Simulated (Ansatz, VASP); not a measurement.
**MgO2 in VASP and in Ansatz**

Contents of POSCAR:

```
MgO2
1.0
    1.4763801347      0.8523884682      3.3542197199
   -1.4763801347      0.8523884682      3.3542197199
    0.0000000000     -1.7047769364      3.3542197199
Mg O
1 2
Direct
    0.0000000000      0.0000000000      0.0000000000
    0.4287860000      0.4287860000      0.4287860000
    0.5712140000      0.5712140000      0.5712140000
```

INCAR.step1

```
ALGO     = Normal         # electronic algorithm
EDIFF    = 1E-4           # SCF threshold, eV
ENCUT    = 520            # plane-wave cutoff, eV
GGA      = PE             # functional
ISMEAR   = 0              # smearing method
LASPH    = T              # aspherical terms in the spheres
LCHARG   = F              # write CHGCAR
LREAL    = F              # projectors in reciprocal space
LWAVE    = T              # write WAVECAR
NBANDS   = 14             # bands
NELM     = 80             # most SCF steps
PREC     = Accurate       # precision mode
SIGMA    = 0.05           # smearing width, eV
```

The input INCAR.step2:

```
ALGO     = Normal         # electronic algorithm
EDIFF    = 1E-6           # SCF threshold, eV
ENCUT    = 520            # plane-wave cutoff, eV
ISIF     = 2              # what is computed and relaxed
ISMEAR   = 0              # smearing method
ISTART   = 1            
LASPH    = T              # aspherical terms in the spheres
LCHARG   = F              # write CHGCAR
LMIXTAU  = T            
LREAL    = F              # projectors in reciprocal space
LWAVE    = F              # write WAVECAR
METAGGA  = R2SCAN         # meta-GGA
NBANDS   = 14             # bands
NELM     = 80             # most SCF steps
PREC     = Accurate       # precision mode
SIGMA    = 0.05           # smearing width, eV
```

The input KPOINTS:

```
k-points
0
Gamma
  12 12 12
```

Input for Ansatz:

```yaml
crystal:
  lattice:
    - [1.4763801347, 0.8523884682, 3.3542197199]
    - [-1.4763801347, 0.8523884682, 3.3542197199]
    - [0.0, -1.7047769364, 3.3542197199]
  atoms:
    - { symbol: Mg, position: [0.0, 0.0, 0.0] }
    - { symbol: O, position: [0.428786, 0.428786, 0.428786] }
    - { symbol: O, position: [0.571214, 0.571214, 0.571214] }
basis:
  ecutwfc: 500
kpoints:
  mp_grid: { grid: [12, 12, 12] }
hamiltonian:
  xc: r2scan
scf:
  occupations: { method: gaussian, width: 0.05 }
output:
  forces: true
  stress: true
  eigenvalues: true
```

Change from the starting cell: strain -0.080 along x and y, -0.040 along z, atoms carried along.

Alike in both runs: task single point; functional r2SCAN; k mesh 12 × 12 × 12; occupations gaussian, width 0.05 eV; no spin polarisation.

|  | VASP | Ansatz |
| --- | --- | --- |
| version | VASP 6.6.1 | Ansatz 0.2.0 |
| potentials or method | VASP PAW PBE potentials, release 64 (Mg, O), cutoff 520 eV | scalar-relativistic, plane waves, PAW |
| valence electrons in the cell | 14 | 22 |

|  | VASP | Ansatz | Ansatz less VASP |
| --- | --- | --- | --- |
| gap on the k mesh at the Fermi level (eV) | 3.55 | 3.59 | +0.035 |
| least direct gap on the mesh (eV) | 3.55 | 3.59 | +0.035 |
| pressure (GPa) | 31.0 | 30.8 | -0.12 |
| traceless stress, the component that is largest in VASP (GPa) | -0.10 | -2.11 | -2.010 |
| rms of the force components (eV/Å) | 0.066 | 0.214 | +0.1485 |

VASP's potentials were made for PBE, not for r2SCAN. Atom by atom the forces differ by 0.149 eV/Å (rms over components). Both programs put the cell under a high pressure, so it lies far from rest at this level. VASP's potentials hold 14 valence electrons a cell and Ansatz's 22, so a difference there can come from the potentials and not from the codes.
